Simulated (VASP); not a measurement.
# KI: single point with r2SCAN

Crystal: KI.

```xyz
2
Lattice="0.0000 3.3461 3.5446 3.3461 0.0000 3.5446 3.3461 3.3461 0.0000" Properties=species:S:1:pos:R:3 pbc="T T T"
K     0.0000    0.0000    0.0000
I     3.3461    3.3461    3.5446
```

This cell differs from its parent crystal: biaxial xy strain -5.6%.

```json
{"Program": "VASP 6.6.1", "Task": "single point", "Functional": "r2SCAN", "Potentials or basis": "VASP PAW PBE potentials, release 64 (K_sv, I)", "Cutoff": "520 eV", "k mesh": "6 × 6 × 6", "Occupations": "gaussian, width 0.01 eV", "Spin": "no spin polarisation", "Dipole correction": "no", "Further INCAR settings": "ALGO = Normal; EDIFF = 1e-06; NBANDS = 15"}
```

- Pressure: 2.1 GPa
- Band gap on the k mesh: 4.86 eV, direct

Stress tensor (GPa, compression positive):
```
2.97 0.00 0.00
0.00 2.97 0.00
0.00 0.00 0.43
```

Levels at points of the mesh, in eV from the valence-band top:
```csv
k point,band 4,band 5,band 6,band 7,band 8,band 9,band 10,band 11,band 12,band 13
"(0.00, 0.00, 0.00)",-12.24,-11.02,-0.05,0.00,0.00,4.86,6.71,7.09,7.09,7.78
"(0.50, 0.00, 0.00)",-12.24,-10.53,-1.61,-0.48,-0.44,6.10,8.59,8.76,9.21,9.55
"(0.50, 0.50, 0.00)",-12.27,-10.83,-1.27,-0.37,-0.37,5.20,6.78,8.81,9.86,9.87
"(0.50, 0.00, 0.50)",-12.26,-10.80,-1.18,-0.52,-0.47,5.14,6.73,8.95,9.92,10.04
```

Run time: 54 s on 1 thread of Intel(R) Xeon(R) 6975P-C (Granite Rapids) (shared host), peak memory 0.23 GiB.

Caveat: the cell differs from its parent crystal (biaxial xy strain -5.6%); the PAW data sets were made with another functional, which shifts forces and pressure a little; spin-orbit coupling is left out, which moves the levels of the heavy elements. A k mesh can miss the band edges.
